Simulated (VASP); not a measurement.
A run of VASP 6.6.1:

INCAR

```
PREC = Accurate ; ENCUT = 520
EDIFF = 1E-6 ; ISMEAR = 0
SIGMA = 0.02 ; LREAL = False
LASPH = True ; NELM = 100
ALGO = Normal ; ISIF = 2
LWAVE = False ; LCHARG = True
GGA = PE ; LELF = True
LVHAR = True ; NBANDS = 15
```

File KPOINTS:

```
regular mesh
0
Gamma
  12 12 8
```

Contents of POSCAR:

```
CaO
1.0
    3.3004755157      0.0000000000      0.0000000000
   -1.6502377579      2.8582956411      0.0000000000
    0.0000000000      0.0000000000      2.9987230039
Ca O
1 1
Direct
    0.3333333333      0.6666666667      0.5000000000
    0.6666666667      0.3333333333      0.0000000000
```

Potentials or basis: VASP PAW PBE potentials, release 64 (Ca_sv, O).

Run with:

```bash
$ cat potpaw_PBE.64/Ca_sv/POTCAR potpaw_PBE.64/O/POTCAR > POTCAR
$ mpirun -np 1 vasp_std > vasp.out
```

Hardware: 1 thread of Intel(R) Xeon(R) Platinum 8259CL CPU @ 2.50GHz (Skylake/Cascade Lake), on a shared host.

Question: Estimate the wall time of this run.

Answer: Wall time 31 s on 1 thread of Intel(R) Xeon(R) Platinum 8259CL CPU @ 2.50GHz (Skylake/Cascade Lake), on a shared host, peak memory 0.18 GiB. Counts: scf iterations 13, k points 95.
